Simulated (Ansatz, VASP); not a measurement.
# Sn in VASP and in Ansatz

```xyz
2
Lattice="3.4175 0.0000 0.0000 -1.7088 2.9597 0.0000 0.0000 0.0000 5.5364" Properties=species:S:1:pos:R:3 pbc="T T T"
Sn    0.0000    1.9731    1.3841
Sn    1.7088    0.9866    4.1523
```

Alike in both runs: task relaxation of cell and atoms; functional PBE; k mesh 13 × 13 × 7; occupations fermi-dirac, width 0.05 eV; no spin polarisation.

|  | VASP | Ansatz |
| --- | --- | --- |
| version | VASP 6.6.1 | Ansatz 0.2.0 |
| potentials or method | VASP PAW PBE potentials, release 64 (Sn_d) | PAW with Ansatz's default frozen-core files, scalar-relativistic |
| plane-wave cutoff (eV) | 600 | 420 |
| valence electrons in the cell | 28 | 28 |

|  | VASP | Ansatz | Ansatz less VASP |
| --- | --- | --- | --- |
| relaxed volume (Å³/atom) | 27.74 | 27.73 | -0.013 |
| relaxed cell length with the largest relative difference (Å) | 5.434 | 5.432 | -0.0012 |
